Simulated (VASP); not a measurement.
Here is a VASP 6.6.1 calculation.

The input INCAR:

```
SYSTEM = GaN
PREC     = Accurate       ! precision mode
ENCUT    = 520            ! plane-wave cutoff, eV
EDIFF    = 1E-7           ! SCF threshold, eV
ISMEAR   = 0              ! smearing method
SIGMA    = 0.01           ! smearing width, eV
LREAL    = .False.        ! projectors in reciprocal space
LASPH    = .True.         ! aspherical terms in the spheres
NELM     = 60             ! most SCF steps
ALGO     = Normal         ! electronic algorithm
ISIF     = 2              ! what is computed and relaxed
LWAVE    = .False.        ! write WAVECAR
LCHARG   = .False.        ! write CHGCAR
GGA      = PE             ! functional
NBANDS   = 26             ! bands
```

File KPOINTS:

```
Automatic mesh
0
Gamma
  8 8 5
  0 0 0
```

Contents of POSCAR:

```
GaN
1.0
    3.2181986023      0.0000000000      0.0000000000
   -1.6090993012      2.7870417440      0.0000000000
    0.0000000000      0.0000000000      5.2428452642
Ga N
2 2
Direct
    0.3333333333      0.6666666667      0.0001493318
    0.6666666667      0.3333333333      0.5001493318
    0.3333333333      0.6666666667      0.3768506682
    0.6666666667      0.3333333333      0.8768506682
```

Potentials or basis: VASP PAW PBE potentials, release 64 (Ga_d, N).

Run with:

```console
$ cat potpaw_PBE.64/Ga_d/POTCAR potpaw_PBE.64/N/POTCAR > POTCAR
$ mpirun -np 1 vasp_std > vasp.out
```

Q: Estimate the band gap on the k mesh.

A: 1.72 eV, direct.

Q: What does it give for the pressure?

A: 0.1 GPa.
